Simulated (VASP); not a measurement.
Write the native input for VASP 6.6.1 that does the following.

* Task: single point
* Functional: PBE
* Potentials or basis: VASP PAW PBE potentials, release 64 (Ir)
* Cutoff: 520 eV
* k mesh: 24 × 24 × 24
* Occupations: gaussian, width 0.1 eV
* Spin: no spin polarisation
* Dipole correction: no
* Further INCAR settings: ALGO = Fast; EDIFF = 1e-07; NBANDS = 16

The structure of Ir lies in POSCAR:

```
Ir
1.0
    1.3521898314      0.7806871631      4.7745817952
   -1.3521898314      0.7806871631      4.7745817952
    0.0000000000     -1.5613743262      4.7745817952
Ir
2
Direct
    0.0885504586      0.0885504586      0.0885504586
    0.9114495414      0.9114495414      0.9114495414
```

The input as run:

INCAR

```
SYSTEM = Ir
PREC = Accurate
ENCUT = 520
EDIFF = 1E-7
ISMEAR = 0
SIGMA = 0.1
LREAL = .False.
LASPH = .True.
NELM = 80
ALGO = Fast
ISIF = 2
LWAVE = .False.
LCHARG = .False.
GGA = PE
NBANDS = 16
```

KPOINTS

```
Automatic mesh
0
Gamma
  24 24 24
  0 0 0
```

Potentials or basis: VASP PAW PBE potentials, release 64 (Ir).

Launch:

```bash
$ cat potpaw_PBE.64/Ir/POTCAR > POTCAR
$ mpirun -np 1 vasp_std > vasp.out
```

Results of the run:

- Pressure: 0.3 GPa
- Largest force: 0.029 eV/Å
- Band gap on the k mesh: zero (bands 9 and 10 overlap by 2.94 eV)

Caveat: spin-orbit coupling is left out, which moves the levels of the heavy elements.

It took 24 min on 1 thread of AMD EPYC 9R45 96-Core Processor (Zen 5), with other jobs on the host, peak memory 0.68 GiB.
